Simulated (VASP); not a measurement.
Write the native input for VASP 6.6.1 that does the following.

```yaml
Task: single point
Functional: r2SCAN
Potentials_or_basis: VASP PAW PBE potentials, release 64 (Ti_sv, O)
Cutoff: 520 eV
k_mesh: 8 × 8 × 8
Occupations: fermi-dirac, width 0.02 eV
Spin: no spin polarisation
Dipole_correction: no
Further_INCAR_settings: ALGO = Normal; EDIFF = 1e-06; NBANDS = 19
```

The system is TiO2.

```xyz
3
Lattice="0.0000 2.3968 2.3968 2.3968 0.0000 2.3968 2.3968 2.3968 0.0000" Properties=species:S:1:pos:R:3 pbc="T T T"
Ti    0.0000    0.0000    0.0000
O     1.1984    1.1984    1.1984
O     3.5952    3.5952    3.5952
```

These files were run (other wordings do the same):

POSCAR

```
TiO2
1.0
    0.0000000000      2.3968272547      2.3968272547
    2.3968272547      0.0000000000      2.3968272547
    2.3968272547      2.3968272547      0.0000000000
Ti O
1 2
Direct
    0.0000000000      0.0000000000      0.0000000000
    0.2500000000      0.2500000000      0.2500000000
    0.7500000000      0.7500000000      0.7500000000
```

INCAR.step1

```
SYSTEM = TiO2
ALGO     = Normal         ! electronic algorithm
EDIFF    = 1E-4           ! SCF threshold, eV
ENCUT    = 520            ! plane-wave cutoff, eV
GGA      = PE             ! functional
ISMEAR   = -1             ! smearing method
LASPH    = .True.         ! aspherical terms in the spheres
LCHARG   = .False.        ! write CHGCAR
LREAL    = .False.        ! projectors in reciprocal space
LWAVE    = .True.         ! write WAVECAR
NBANDS   = 19             ! bands
NELM     = 80             ! most SCF steps
PREC     = Accurate       ! precision mode
SIGMA    = 0.02           ! smearing width, eV
```

INCAR.step2

```
SYSTEM = TiO2
ALGO     = Normal         ! electronic algorithm
EDIFF    = 1E-6           ! SCF threshold, eV
ENCUT    = 520            ! plane-wave cutoff, eV
ISIF     = 2              ! what is computed and relaxed
ISMEAR   = -1             ! smearing method
ISTART   = 1            
LASPH    = .True.         ! aspherical terms in the spheres
LCHARG   = .False.        ! write CHGCAR
LMIXTAU  = .True.       
LREAL    = .False.        ! projectors in reciprocal space
LWAVE    = .False.        ! write WAVECAR
METAGGA  = R2SCAN         ! meta-GGA
NBANDS   = 19             ! bands
NELM     = 80             ! most SCF steps
PREC     = Accurate       ! precision mode
SIGMA    = 0.02           ! smearing width, eV
```

KPOINTS

```
k-points
0
Gamma
  8 8 8
  0 0 0
```

Potentials or basis: VASP PAW PBE potentials, release 64 (Ti_sv, O).

Command:

```sh
$ cat potpaw_PBE.64/Ti_sv/POTCAR potpaw_PBE.64/O/POTCAR > POTCAR
$ cp INCAR.step1 INCAR
$ mpirun -np 1 vasp_std > vasp.out
$ cp INCAR.step2 INCAR
$ mpirun -np 1 vasp_std > vasp.out
```

Results of the run:

| Quantity | Value |
| --- | --- |
| Pressure | 1.6 GPa |
| Band gap on the k mesh | 1.55 eV, indirect (least direct gap 2.24 eV) |

Caveat: the PAW data sets were made with another functional, which shifts forces and pressure a little.

Wall time 3.4 min on 1 thread of AMD EPYC 7R13, with other jobs on the host, peak memory 0.14 GiB.
